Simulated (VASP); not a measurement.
Write the native input for VASP 6.6.1 that does the following.

```
Task                   : single point
Functional             : PBE
Potentials or basis    : VASP PAW PBE potentials, release 64 (Cd, Te)
Cutoff                 : 500 eV
k mesh                 : 6 × 6 × 6
Occupations            : gaussian, width 0.01 eV
Spin                   : no spin polarisation
Dipole correction      : no
Further INCAR settings : ALGO = Normal; EDIFF = 1e-06; NBANDS = 16
```

The structure of CdTe lies in POSCAR:

```
CdTe
1.0
    0.0000000000      3.3081560095      3.3081560095
    3.3081560095      0.0000000000      3.3081560095
    3.3081560095      3.3081560095      0.0000000000
Cd Te
1 1
Direct
    0.0000000003      0.0000000003      0.0000000003
    0.2499999997      0.2499999997      0.2499999997
```

These files were run (other wordings do the same):

INCAR

```
ALGO = Normal
EDIFF = 1E-6
ENCUT = 500
GGA = PE
GGA_COMPAT = F
ISIF = 2
ISMEAR = 0
LASPH = T
LCHARG = F
LREAL = F
LWAVE = F
NBANDS = 16
NELM = 120
PREC = Accurate
SIGMA = 0.01
```

KPOINTS

```
k-points
0
Gamma
  6 6 6
```

Potentials or basis: VASP PAW PBE potentials, release 64 (Cd, Te).

The run is started by

```console
$ cat potpaw_PBE.64/Cd/POTCAR potpaw_PBE.64/Te/POTCAR > POTCAR
$ mpirun -np 1 vasp_std > vasp.out
```

Results of the run:

```
Pressure               : 0.2 GPa
Band gap on the k mesh : 0.58 eV
```

Caveat: spin-orbit coupling is left out, which moves the levels of the heavy elements.

Run time: 12 s on 1 thread of AMD EPYC 9R45 96-Core Processor (Zen 5), on a shared host, peak memory 0.18 GiB.
